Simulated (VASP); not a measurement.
# HfVF6 (Fm-3m) in VASP: single point with LDA

Aim: the single point of HfVF6 with LDA.

All numbers are computed with VASP 6.6.1; they aren't measurements. Logs are shortened: lines on timing, memory, paths and dates and some standing lists are left out, and cuts for length are marked.

### Step 1. The cell of the first run

Symmetry: Fm-3m, No. 225, cubic system. Conventional cell: a = 8.042 Å, b = 8.042 Å, c = 8.042 Å, α = 90.00°, β = 90.00°, γ = 90.00°. Within 2.6 Å of Hf (site symmetry m-3m) lie 6 F at 1.97 Å. V (site symmetry m-3m) has 6 F at 2.05 Å within 2.7 Å. Within 2.6 Å of F (site symmetry 4mm) lie 1 Hf at 1.97 Å and 1 V at 2.05 Å.

### Step 2. Single point, LDA, collinear spin, ferromagnetic start

Input file INCAR:

```
PREC = Accurate
ENCUT = 520
EDIFF = 1E-6
ISMEAR = 0
SIGMA = 0.05
LREAL = False
LASPH = True
NELM = 150
ALGO = Normal
ISIF = 2
LWAVE = False
LCHARG = False
ISPIN = 2
MAGMOM = 0.03 2.38 0.01 0.01 0.01 0.01 0.01 0.01
LORBIT = 11
LMAXMIX = 4
GGA = CA
NBANDS = 46
```

Input file KPOINTS:

```
Automatic mesh
0
Gamma
  4 4 4
```

Input file POSCAR:

```
HfVF6
1.0
    0.0000000000      4.0209999700      4.0209999700
    4.0209999700      0.0000000000      4.0209999700
    4.0209999700      4.0209999700      0.0000000000
Hf V F
1 1 6
Direct
    0.0000000000      0.0000000000      0.0000000000
    0.5000000000      0.5000000000      0.5000000000
    0.2449100000      0.2449100000      0.7550900000
    0.7550900000      0.7550900000      0.2449100000
    0.7550900000      0.2449100000      0.2449100000
    0.2449100000      0.7550900000      0.7550900000
    0.2449100000      0.7550900000      0.2449100000
    0.7550900000      0.2449100000      0.7550900000
```

Potentials or basis: VASP PAW LDA potentials, release 64 (Hf_pv, V_sv, F).

Started as:

```sh
> cat potpaw_LDA.64/Hf_pv/POTCAR potpaw_LDA.64/V_sv/POTCAR potpaw_LDA.64/F/POTCAR > POTCAR
> mpirun -np 1 vasp_std > vasp.out
```

OUTCAR:

```text
PREC = Accurate
   ENCUT = 520
   EDIFF = 1E-6
   ISMEAR = 0
   LREAL = False
   LASPH = True
   NELM = 150
   ISIF = 2
   ISPIN = 2
   LORBIT = 11
   GGA = CA

 ion  position               nearest neighbor table
   1  0.000  0.000  0.000-   3 1.97   4 1.97   5 1.97   6 1.97   7 1.97   8 1.97
   2  0.500  0.500  0.500-   3 2.05   4 2.05   5 2.05   6 2.05   7 2.05   8 2.05
   3  0.245  0.245  0.755-   1 1.97   2 2.05
   4  0.755  0.755  0.245-   1 1.97   2 2.05
   5  0.755  0.245  0.245-   1 1.97   2 2.05
   6  0.245  0.755  0.755-   1 1.97   2 2.05
   7  0.245  0.755  0.245-   1 1.97   2 2.05
   8  0.755  0.245  0.755-   1 1.97   2 2.05

  LATTYP: Found a face centered cubic cell.
 ALAT       =     8.0419999400

  Lattice vectors:

 A1 = (   0.0000000000,   4.0209999700,   4.0209999700)
 A2 = (   4.0209999700,   0.0000000000,   4.0209999700)
 A3 = (   4.0209999700,   4.0209999700,   0.0000000000)

Analysis of symmetry for initial positions (statically):
=====================================================================
 Subroutine PRICEL returns:
 Original cell was already a primitive cell.

 Routine SETGRP: Setting up the symmetry group for a
 face centered cubic supercell.

 Subroutine GETGRP returns: Found 48 space group operations
 (whereof 48 operations were pure point group operations)
 out of a pool of 48 trial point group operations.

The static configuration has the point symmetry O_h .

Analysis of symmetry for dynamics (positions and initial velocities):
=====================================================================
 Subroutine PRICEL returns:
 Original cell was already a primitive cell.

 Routine SETGRP: Setting up the symmetry group for a
 face centered cubic supercell.

 Subroutine GETGRP returns: Found 48 space group operations
 (whereof 48 operations were pure point group operations)
 out of a pool of 48 trial point group operations.

The dynamic configuration has the point symmetry O_h .

Analysis of structural, dynamic, and magnetic symmetry:
=====================================================================
 Subroutine PRICEL returns:
 Original cell was already a primitive cell.

 Routine SETGRP: Setting up the symmetry group for a
 face centered cubic supercell.

 Subroutine GETGRP returns: Found 48 space group operations
 (whereof 48 operations were pure point group operations)
 out of a pool of 48 trial point group operations.

The overall configuration has the point symmetry O_h .

 Subroutine INISYM returns: Found 48 space group operations
 (whereof 48 operations are pure point group operations),
 and found     1 'primitive' translations

----------------------------------------------------------------------------------------

                                     Primitive cell

  volume of cell :     130.0266

  direct lattice vectors                    reciprocal lattice vectors
     0.000000000  4.020999970  4.020999970    -0.124347178  0.124347178  0.124347178
     4.020999970  0.000000000  4.020999970     0.124347178 -0.124347178  0.124347178
     4.020999970  4.020999970  0.000000000     0.124347178  0.124347178 -0.124347178

  length of vectors
     5.686552692  5.686552692  5.686552692     0.215375631  0.215375631  0.215375631

  position of ions in fractional coordinates (direct lattice)
     0.000000000  0.000000000  0.000000000
     0.500000000  0.500000000  0.500000000
     0.244910000  0.244910000  0.755090000
     0.755090000  0.755090000  0.244910000
     0.755090000  0.244910000  0.244910000
     0.244910000  0.755090000  0.755090000
     0.244910000  0.755090000  0.244910000
     0.755090000  0.244910000  0.755090000

  ion indices of the primitive-cell ions
   primitive index   ion index
                 1           1
                 2           2
                 3           3
                 4           4
                 5           5
                 6           6
                 7           7
                 8           8
[... 36 lines left out ...]
 -0.250000  0.500000  0.250000      6.000000
   k-points           NKPTS =      8   k-points in BZ     NKDIM =      8   number of bands    NBANDS=     46
   number of dos      NEDOS =    301   number of ions     NIONS =      8
   total plane-waves  NPLWV =  74088
   dimension x,y,z NGX =    42 NGY =   42 NGZ =   42
   dimension x,y,z NGXF=    84 NGYF=   84 NGZF=   84
   ions per type =               1   1   6
   NGX,Y,Z   is equivalent  to a cutoff of  12.28, 12.28, 12.28 a.u.
   NGXF,Y,Z  is equivalent  to a cutoff of  24.56, 24.56, 24.56 a.u.
 SYSTEM =  unknown system
   PREC   = accura    normal or accurate (medium, high low for compatibility)
   ISTART =      0    job   : 0-new  1-cont  2-samecut
   ICHARG =      2    charge: 1-file 2-atom 10-const
   ISPIN  =      2    spin polarized calculation?
   LNONCOLLINEAR =      F non collinear calculations
   LSORBIT =      F    spin-orbit coupling
   LASPH  =      T    aspherical Exc in radial PAW
   ENCUT  =  520.0 eV  38.22 Ry    6.18 a.u.  10.57 10.57 10.57*2*pi/ulx,y,z
   NELM   =    150;   NELMIN=  2; NELMDL= -5     # of ELM steps
   EDIFF  = 0.1E-05   stopping-criterion for ELM
   LREAL  =      F    real-space projection
   EDIFFG = 0.1E-04   stopping-criterion for IOM
   NSW    =      0    number of steps for IOM
   IBRION =     -1    ionic relax: 0-MD 1-quasi-New 2-CG
   NFREE  =      0    steps in history (QN), initial steepest desc. (CG)
   ISIF   =      2    stress and relaxation
   ISYM   =      2    0-nonsym 1-usesym 2-fastsym
   POTIM  = 0.5000    time-step for ionic-motion
   TEBEG  =    0.0;   TEEND  =   0.0 temperature during run
   PSTRESS=    0.0 pullay stress
   NELECT =      65.0000    total number of electrons
   NUPDOWN=      -1.0000    fix difference up-down
   EMIN   =  10.00;   EMAX   =-10.00  energy-range for DOS
   EFERMI =   0.00;   METHOD = LEGACY
   ISMEAR =     0;   SIGMA  =   0.05  broadening in eV -4-tet -1-fermi 0-gaus
   EFERMI_NEDOS =   21; number of points for ismear=-14 and -15
   IALGO  =     38    algorithm
   IMIX   =      4    mixing-type and parameters
     AMIX     =   0.40;   BMIX     =  1.00
     AMIX_MAG =   1.60;   BMIX_MAG =  1.00
  volume/ion in A,a.u.               =      16.25       109.68
  Fermi-wavevector in a.u.,A,eV,Ry     =   1.299277  2.455278 22.968291  1.688122
  Thomas-Fermi vector in A             =   2.430552
   LORBIT       =     11    0 simple, 1 ext, 2 COOP (PROOUT), +10 PAW based schemes
   GGA     = CA    functional components
   LHFCALC =     F    Hartree Fock is set to
   AEXX    =    0.0000 exact exchange contribution
   IVDW    =     0    specifies the selected vdW correction
   LEPSILON=     F    determine dielectric tensor
   LRPA    =     F    only Hartree local field effects (RPA)
 spin polarized calculation
 Gauss-broadening in eV      SIGMA  =   0.05
  energy-cutoff  :      520.00
  volume of cell :      130.03
 maximum number of plane-waves:      3515
   NGX = 21   NGY = 21   NGZ = 21

 number of electron      65.0000023 magnetization       3.0000005

 Free energy of the ion-electron system (eV)
  ---------------------------------------------------
  ext. energy  EPLUGINS =         0.00000000
  ---------------------------------------------------
  free energy    TOTEN  =       -60.68745220 eV

  energy without entropy =      -60.68745220  energy(sigma->0) =      -60.68745220

 E-fermi :   2.6756     XC(G=0):  -8.9751

 val. band max:        2.2574637311   @ k =  -0.2500   0.5000   0.2500
 cond. band min:       3.5377285330   @ k =   0.0000   0.0000   0.0000
 fundamental gap:      1.2802648019
 Fermi energy:         2.6755587992

 spin component 1

 k-point     1 :       0.0000    0.0000    0.0000
  band No.  band energies     occupation
      1     -62.1506      1.00000
      2     -36.4931      1.00000
      3     -36.4930      1.00000
      4     -36.4930      1.00000
      5     -31.1140      1.00000
      6     -31.1140      1.00000
[... 365 lines left out ...]
     43       7.4555      0.00000
     44       9.4096      0.00000
 Fermi energy:         2.6755587992

 spin component 2

 k-point     1 :       0.0000    0.0000    0.0000
  band No.  band energies     occupation
      1     -59.7281      1.00000
      2     -34.1488      1.00000
      3     -34.1488      1.00000
      4     -34.1488      1.00000
      5     -31.0720      1.00000
      6     -31.0720      1.00000
[... 365 lines left out ...]
     43       7.5891      0.00000
     44       9.5386      0.00000
 [bands above 44 left out]

------------------------ aborting loop because EDIFF is reached ----------------------------------------

  FORCE on cell =-STRESS in cart. coord.  units (eV):
  Direction    XX          YY          ZZ          XY          YZ          ZX
  --------------------------------------------------------------------------------------
  -------------------------------------------------------------------------------------
  Total       -1.5317841     -1.5317841     -1.5317841     -0.0000000      0.0000000      0.0000000
  in kB      -18.8745207    -18.8745207    -18.8745207     -0.0000000      0.0000000      0.0000000
  external PRESSURE =     -18.8745207 kB  Pullay stress =       0.0000000 kB

 VOLUME and BASIS-vectors are now :
 -----------------------------------------------------------------------------
  energy-cutoff  :      520.00
  volume of cell :      130.03
      direct lattice vectors                 reciprocal lattice vectors
     0.000000000  4.020999970  4.020999970    -0.124347178  0.124347178  0.124347178
     4.020999970  0.000000000  4.020999970     0.124347178 -0.124347178  0.124347178
     4.020999970  4.020999970  0.000000000     0.124347178  0.124347178 -0.124347178

 POSITION                                       TOTAL-FORCE (eV/Angst)
 -----------------------------------------------------------------------------------
      0.00000      0.00000      0.00000         0.000000     -0.000000      0.000000
      4.02100      4.02100      4.02100         0.000000     -0.000000      0.000000
      4.02100      4.02100      1.96957         0.000000     -0.000000      0.575563
      4.02100      4.02100      6.07243         0.000000     -0.000000     -0.575563
      1.96957      4.02100      4.02100         0.575563     -0.000000      0.000000
      6.07243      4.02100      4.02100        -0.575563     -0.000000      0.000000
      4.02100      1.96957      4.02100         0.000000      0.575563      0.000000
      4.02100      6.07243      4.02100         0.000000     -0.575563      0.000000
 -----------------------------------------------------------------------------------
    total drift:                                0.000000     -0.000000      0.000000

  FREE ENERGIE OF THE ION-ELECTRON SYSTEM (eV)
  ---------------------------------------------------
  free  energy   TOTEN  =       -60.6874521969 eV

  energy  without entropy=      -60.6874521969  energy(sigma->0) =      -60.68745220

 total charge

# of ion       s       p       d       tot
------------------------------------------
    1        0.323   6.752   1.577   8.652
    2        2.133   6.118   3.099  11.350
    3        1.727   4.376   0.000   6.102
    4        1.727   4.376   0.000   6.102
    5        1.727   4.376   0.000   6.102
    6        1.727   4.376   0.000   6.102
    7        1.727   4.376   0.000   6.102
    8        1.727   4.376   0.000   6.102
--------------------------------------------------
tot         12.816  39.124   4.676  56.616

 magnetization (x)

# of ion       s       p       d       tot
------------------------------------------
    1       -0.001  -0.002   0.077   0.075
    2        0.009   0.009   2.585   2.603
    3       -0.001   0.005   0.000   0.004
    4       -0.001   0.005   0.000   0.004
    5       -0.001   0.005   0.000   0.004
    6       -0.001   0.005   0.000   0.004
    7       -0.001   0.005   0.000   0.004
    8       -0.001   0.005   0.000   0.004
--------------------------------------------------
tot          0.002   0.036   2.662   2.701
```

Wall time 3.3 min (1 thread of Oxide Virtual Turin-like, shared host); peak memory 0.24 GiB.

What came out:

```yaml
Free_energy: -60.6875 eV
Pressure: -1.9 GPa
Largest_force: 0.576 eV/Å
Band_gap_on_the_k_mesh: 1.28 eV, indirect (least direct gap 1.34 eV)
Net_moment: 3.00 μB per cell
Site_moments: Hf +0.07; V +2.60; F +0.00 μB
Valence_electrons_inside_the_program's_atomic_spheres: Hf 8.65; V 11.35; F 6.10
```

Forces in eV/Å, atoms in the order of the input:
```
Hf   0.000  0.000  0.000
V    0.000  0.000  0.000
F    0.000  0.000  0.576
F    0.000  0.000 -0.576
F    0.576  0.000  0.000
F   -0.576  0.000  0.000
F    0.000  0.576  0.000
F    0.000 -0.576  0.000
```

Caveat: spin-orbit coupling is left out, which moves the levels of the heavy elements. A hybrid or GW would open this gap; LDA tends to underestimate it.
